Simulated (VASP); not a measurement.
A run of VASP 6.6.1:

File INCAR:

```
SYSTEM = LuInCo4
PREC = Accurate ; ENCUT = 690
EDIFF = 1E-6 ; ISMEAR = -1
SIGMA = 0.05 ; LREAL = .FALSE.
LASPH = .TRUE. ; NELM = 200
ALGO = Normal ; ISIF = 2
LWAVE = .FALSE. ; LCHARG = .TRUE.
ISPIN = 2 ; MAGMOM = 0 0 2 2 2 2
LORBIT = 11 ; LMAXMIX = 4
GGA = PS ; LELF = .TRUE.
LVHAR = .TRUE. ; NBANDS = 66
GGA_COMPAT = .FALSE.
```

The input KPOINTS:

```
Automatic mesh
0
G
  7 7 7
  0 0 0
```

The input POSCAR:

```
LuInCo4
1.0
    0.0000000000      3.4352576270      3.4352576270
    3.4352576270      0.0000000000      3.4352576270
    3.4352576270      3.4352576270      0.0000000000
Lu In Co
1 1 4
Direct
    0.2500000000      0.2500000000      0.2500000000
    0.0000000000      0.0000000000      0.0000000000
    0.6252380000      0.6252380000      0.6252380000
    0.6252380000      0.6252380000      0.1242860000
    0.6252380000      0.1242860000      0.6252380000
    0.1242860000      0.6252380000      0.6252380000
```

Potentials or basis: VASP PAW PBE potentials, release 64 (Lu, In_d, Co_sv).

Command:

```bash
$ cat potpaw_PBE.64/Lu/POTCAR potpaw_PBE.64/In_d/POTCAR potpaw_PBE.64/Co_sv/POTCAR > POTCAR
$ mpirun -np 1 vasp_std > vasp.out
```

Hardware: 1 thread of Intel(R) Xeon(R) Platinum 8259CL CPU @ 2.50GHz (Skylake/Cascade Lake), with other jobs on the host.

Problem. Estimate the wall time of this run.

Solution. Run time: 11 min on 1 thread of Intel(R) Xeon(R) Platinum 8259CL CPU @ 2.50GHz (Skylake/Cascade Lake), with other jobs on the host, peak memory 0.49 GiB. Counts: scf iterations 21, k points 20.
